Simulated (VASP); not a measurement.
Set up this calculation in VASP 6.6.1, as the native input.

- Task: single point
- Functional: r2SCAN
- Dispersion: rVV10
- Potentials or basis: VASP PAW PBE potentials, release 64 (Ga_d, S)
- Cutoff: 550 eV
- k mesh: 12 × 12 × 2
- Occupations: fermi-dirac, width 0.02 eV
- Spin: no spin polarisation
- Dipole correction: no
- Further INCAR settings: ALGO = Normal; EDIFF = 1e-06; NBANDS = 48

Crystal: GaS.

```xyz
8
Lattice="3.5795 0.0000 0.0000 -1.7898 3.0999 0.0000 0.0000 0.0000 15.5631" Properties=species:S:1:pos:R:3 pbc="T T T"
Ga    0.0000    2.0666    2.6721
Ga    1.7898    1.0333   10.4537
Ga    0.0000    2.0666    5.1094
Ga    1.7898    1.0333   12.8910
S     0.0000    2.0666    9.3823
S     1.7898    1.0333    1.6008
S     0.0000    2.0666   13.9623
S     1.7898    1.0333    6.1808
```

The input as run:

POSCAR

```
GaS
1.0
    3.5795059751      0.0000000000      0.0000000000
   -1.7897529876      3.0999431075      0.0000000000
    0.0000000000      0.0000000000     15.5631241186
Ga S
4 4
Direct
    0.3333333333      0.6666666667      0.1716952313
    0.6666666667      0.3333333333      0.6716952313
    0.3333333333      0.6666666667      0.3283047687
    0.6666666667      0.3333333333      0.8283047687
    0.3333333333      0.6666666667      0.6028569202
    0.6666666667      0.3333333333      0.1028569202
    0.3333333333      0.6666666667      0.8971430798
    0.6666666667      0.3333333333      0.3971430798
```

INCAR.step1

```
PREC     = Accurate       # precision mode
ENCUT    = 550            # plane-wave cutoff, eV
ISMEAR   = -1             # smearing method
SIGMA    = 0.02           # smearing width, eV
LREAL    = False          # projectors in reciprocal space
LASPH    = True           # aspherical terms in the spheres
NELM     = 120            # most SCF steps
NBANDS   = 48             # bands
GGA      = PE             # functional
ALGO     = Normal         # electronic algorithm
EDIFF    = 1E-5           # SCF threshold, eV
LWAVE    = True           # write WAVECAR
LCHARG   = False          # write CHGCAR
GGA_COMPAT= False
```

INCAR.step2

```
PREC     = Accurate       # precision mode
ENCUT    = 550            # plane-wave cutoff, eV
EDIFF    = 1E-6           # SCF threshold, eV
ISMEAR   = -1             # smearing method
SIGMA    = 0.02           # smearing width, eV
LREAL    = False          # projectors in reciprocal space
LASPH    = True           # aspherical terms in the spheres
NELM     = 120            # most SCF steps
ALGO     = Normal         # electronic algorithm
ISIF     = 2              # what is computed and relaxed
LWAVE    = False          # write WAVECAR
LCHARG   = True           # write CHGCAR
METAGGA  = R2SCAN         # meta-GGA
LMIXTAU  = True         
LUSE_VDW = True         
IVDW_NL  = 2            
BPARAM   = 11.95        
CPARAM   = 0.0093       
LELF     = True           # ELF
LVHAR    = True         
NBANDS   = 48             # bands
ISTART   = 1            
GGA_COMPAT= False
```

KPOINTS

```
regular mesh
0
Gamma
  12 12 2
```

Potentials or basis: VASP PAW PBE potentials, release 64 (Ga_d, S).

Launch:

```sh
$ cat potpaw_PBE.64/Ga_d/POTCAR potpaw_PBE.64/S/POTCAR > POTCAR
$ cp INCAR.step1 INCAR
$ mpirun -np 1 vasp_std > vasp.out
$ cp INCAR.step2 INCAR
$ mpirun -np 1 vasp_std > vasp.out
```

Results of the run:

The pressure is -0.1 GPa and the largest force is 0.026 eV/Å. The band gap on the k mesh is 1.87 eV (least direct gap 2.23 eV).

Caveat: the PAW data sets were made with another functional, which shifts forces and pressure a little.

Wall time 15 min on 1 thread of Intel(R) Xeon(R) 6975P-C (Granite Rapids), with other jobs on the host, peak memory 0.81 GiB.
